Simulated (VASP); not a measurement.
**Ti3O: single point with r2SCAN**

The system is Ti3O, a slab with vacuum.

```
Ti O
1.0
     2.93580    0.00000    0.00000
    -1.46790    2.54247    0.00000
     0.00000    0.00000   23.63619
Ti O
3 1
Direct
  0.33333 0.66667 0.35962
  0.66667 0.33333 0.45320
  0.33333 0.66667 0.54674
  0.33333 0.16667 0.64205
```

```yaml
Program: VASP 6.6.1
Task: single point
Functional: r2SCAN
Potentials_or_basis: VASP PAW PBE potentials, release 64 (Ti_sv, O)
Cutoff: 520 eV
k_mesh: 12 × 12 × 1
Occupations: gaussian, width 0.1 eV
Spin: no spin polarisation
Dipole_correction: yes
Further_INCAR_settings: ALGO = Normal; EDIFF = 1e-07; NBANDS = 29
```

```yaml
Largest_force: 4.303 eV/Å
Band_gap_on_the_k_mesh: zero (bands 21 and 22 overlap by 1.03 eV)
```

Forces in eV/Å, atoms in the order of the input:
```
Ti   0.001  0.001  0.054
Ti   0.001  0.000 -0.390
Ti   0.042  0.024  4.303
O   -0.044 -0.025 -3.967
```

Levels at points of the mesh, in eV from the Fermi level:
| k point | band 19 | band 20 | band 21 | band 22 | band 23 | band 24 |
| --- | --- | --- | --- | --- | --- | --- |
| (0.00, 0.00, 0.00) | 0.35 | 0.46 | 0.71 | 0.74 | 0.77 | 0.85 |
| (0.50, 0.00, 0.00) | -1.03 | -0.37 | -0.13 | 0.28 | 0.94 | 1.15 |
| (0.00, 0.50, 0.00) | -1.12 | -0.88 | 0.01 | 0.34 | 0.88 | 1.26 |

It took 25 min on 1 thread of Intel(R) Xeon(R) 6975P-C (Granite Rapids) (shared host), peak memory 0.47 GiB.

Caveat: the PAW data sets were made with another functional, which shifts forces and pressure a little.
